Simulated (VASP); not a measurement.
**TiC: single point with r2SCAN**

TiC:

```
CELL_PARAMETERS angstrom
0.00000 2.16400 2.16400
2.16400 0.00000 2.16400
2.16400 2.16400 0.00000
ATOMIC_POSITIONS crystal
Ti 0.00000 0.00000 0.00000
C 0.51444 0.48556 0.51444
```

This cell differs from its parent crystal: all C atoms moved +0.062 Å, as atom 2 along Cartesian [0 1 0].

* Program: VASP 6.6.1
* Task: single point
* Functional: r2SCAN
* Potentials or basis: VASP PAW PBE potentials, release 64 (Ti_sv, C)
* Cutoff: 520 eV
* k mesh: 18 × 18 × 18
* Occupations: gaussian, width 0.15 eV
* Spin: no spin polarisation

| Item | Value |
| --- | --- |
| Pressure | 1.4 GPa |
| Largest force | 0.579 eV/Å |
| Band gap on the k mesh | zero (bands 8 and 9 overlap by 1.35 eV) |

Forces on the atoms (eV/Å):
```
Ti   0.000  0.579  0.000
C    0.000 -0.579  0.000
```

Stress tensor (GPa, compression positive):
```
1.01 0.00 0.00
0.00 2.11 0.00
0.00 0.00 1.01
```

Levels at points of the mesh, in eV from the Fermi level:
| k point | band 6 | band 7 | band 8 | band 9 | band 10 | band 11 |
| --- | --- | --- | --- | --- | --- | --- |
| (0.00, 0.00, 0.00) | 0.67 | 0.67 | 0.84 | 1.11 | 1.70 | 1.83 |
| (0.50, 0.00, 0.00) | -6.12 | -3.16 | -3.15 | 3.12 | 3.13 | 4.37 |
| (0.50, 0.50, 0.00) | -3.71 | -1.68 | -0.20 | -0.02 | 2.77 | 3.76 |
| (0.50, 0.00, 0.50) | -3.70 | -1.55 | -0.17 | -0.17 | 2.72 | 3.76 |

Wall time 4.9 min on 1 thread of AMD EPYC 9R45 96-Core Processor (Zen 5), on a shared host, peak memory 0.24 GiB.

Caveat: the cell differs from its parent crystal (all C atoms moved +0.062 Å, as atom 2 along Cartesian [0 1 0]); the PAW data sets were made with another functional, which shifts forces and pressure a little.
